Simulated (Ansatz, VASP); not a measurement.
Two plane-wave programs on Cd3HgSe4

```xyz
8
Lattice="6.2120 0.0000 0.0000 0.0000 6.2120 0.0000 0.0000 0.0000 6.2120" Properties=species:S:1:pos:R:3 pbc="T T T"
Cd    3.1060    0.0000    0.0000
Cd    0.0000    0.0000    3.1060
Cd    0.0000    3.1060    0.0000
Hg    3.1060    3.1060    3.1060
Se    4.6702    1.5417    4.6702
Se    4.6702    4.6702    1.5417
Se    1.5417    1.5417    1.5417
Se    1.5417    4.6702    4.6702
```

Alike in both runs: functional PBE; k mesh 6 × 6 × 6; occupations gaussian, width 0.01 eV; no spin polarisation.

Ansatz relaxed the structure, and its values are those at the end. VASP's run is a single point on that final structure, the one shown.

|  | VASP | Ansatz |
| --- | --- | --- |
| version | VASP 6.6.1 | Ansatz 0.2.0 |
| potentials or method | VASP PAW PBE potentials, release 64 (Cd, Hg, Se), cutoff 520 eV | scalar-relativistic, plane waves, PAW |
| valence electrons in the cell | 72 | 144 |

VASP gave:

| Quantity | Value |
| --- | --- |
| gap on the k mesh at the Fermi level (eV) | 0.09 |
| least direct gap on the mesh (eV) | 0.09 |
| pressure (GPa) | 0.2 |

Problem. What did Ansatz give for the same quantities?

Solution. gap on the k mesh at the Fermi level (eV): 0.10; least direct gap on the mesh (eV): 0.10; pressure (GPa): 0.0.

With one functional, cell and mesh, what is left measures potentials, basis and numerics. VASP's potentials hold 72 valence electrons a cell and Ansatz's 144, so a difference there can come from the potentials and not from the codes.

Neither program's run includes spin-orbit coupling.
